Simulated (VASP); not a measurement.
**CoSn2: relaxation of cell and atoms with PBEsol**

Crystal: CoSn2.

```xyz
6
Lattice="-3.1825 3.1825 2.7285 3.1825 -3.1825 2.7285 3.1825 3.1825 -2.7285" Properties=species:S:1:pos:R:3 pbc="T T T"
Co    0.0000    0.0000    1.3642
Co    0.0000    0.0000    4.0927
Sn    1.0057    4.1882    0.0000
Sn    2.1768    1.0057    0.0000
Sn    2.1768   -1.0057    2.7285
Sn    1.0057    2.1768    2.7285
```

```json
{"Program": "VASP 6.6.1", "Task": "relaxation of cell and atoms", "Functional": "PBEsol", "Potentials or basis": "VASP PAW PBE potentials, release 64 (Co, Sn_d)", "Cutoff": "600 eV", "k mesh": "4 × 4 × 4", "Occupations": "gaussian, width 0.1 eV", "Spin": "no spin polarisation", "Dipole correction": "no", "Further INCAR settings": "ALGO = Fast; EDIFF = 1e-07; IBRION = 2; EDIFFG = -0.01; NSW = 80; ISIF = 3"}
```

```yaml
Relaxed_volume: 17.76 Å³/atom
Relaxed_cell: a = 5.199 Å, b = 5.199 Å, c = 5.199 Å, α = 105.61°, β = 105.61°, γ = 117.50°
Space_group_after_relaxing_to_0.05_Å: I4/mcm (No. 140)
Energy_gained_by_relaxing: 25.9 meV/atom
Ionic_steps: 9
Pressure_after_relaxing: 0.0 GPa
Largest_force_after_relaxing: 0.005 eV/Å
Band_gap_on_the_k_mesh: zero (band 37 reaches 11.87 eV, above the bottom of band 38 at 10.22 eV)
```

Forces on the atoms (eV/Å):
```
Co   0.000  0.000  0.000
Co   0.000  0.000  0.000
Sn   0.003  0.003  0.000
Sn  -0.003  0.003  0.000
Sn  -0.003 -0.003  0.000
Sn   0.003 -0.003  0.000
```

Step by step:
| step | energy change (eV) | largest force (eV/Å) | pressure (GPa) | volume (Å³) |
| --- | --- | --- | --- | --- |
| 1 | 0.0000 | 0.7948 | -3.89 | 110.54 |
| 2 | -0.1044 | 0.2999 | 3.15 | 103.54 |
| 3 | -0.1173 | 0.4245 | 1.59 | 105.13 |
| 4 | -0.1512 | 0.0921 | 0.31 | 106.29 |
| 5 | -0.1528 | 0.0138 | 0.00 | 106.61 |
| 6 | -0.1552 | 0.0148 | -0.06 | 106.68 |
| 7 | -0.1554 | 0.0157 | -0.07 | 106.70 |
| 8 | -0.1554 | 0.0166 | -0.07 | 106.70 |
| 9 | -0.1554 | 0.0046 | 0.05 | 106.58 |

Final structure:
```
Co Sn
1.0
    -3.14304    3.14304    2.69722
     3.14304   -3.14304    2.69722
     3.14304    3.14304   -2.69722
Co Sn
2 4
Direct
  0.25000 0.25000 0.00000
  0.75000 0.75000 0.00000
  0.66563 0.16563 0.83126
  0.16563 0.33437 0.50000
  0.33437 0.83437 0.16874
  0.83437 0.66563 0.50000
```

Levels at points of the mesh, in eV from the Fermi level:
| k point | band 35 | band 36 | band 37 | band 38 | band 39 | band 40 |
| --- | --- | --- | --- | --- | --- | --- |
| (0.00, 0.00, 0.00) | -1.12 | -1.04 | -0.57 | -0.57 | 0.45 | 0.53 |
| (0.50, 0.00, 0.00) | -0.70 | -0.70 | 0.26 | 0.26 | 2.03 | 2.03 |
| (0.50, 0.50, 0.00) | -1.06 | -0.69 | -0.57 | 0.75 | 0.87 | 1.46 |
| (0.50, 0.50, 0.50) | -0.68 | 0.28 | 0.33 | 1.69 | 2.74 | 2.75 |

Wall time 11 min on 1 thread of Intel(R) Xeon(R) Platinum 8488C (Sapphire Rapids), with other jobs on the host, peak memory 0.3 GiB.

Caveat: the k points lie up to 0.38 Å⁻¹ apart in the final cell; the PAW data sets were made with another functional, which shifts forces and pressure a little; spin-orbit coupling is left out, which moves the levels of the heavy elements. Spin polarisation is off, so any magnetic state and its effect on volume and gap are missing.
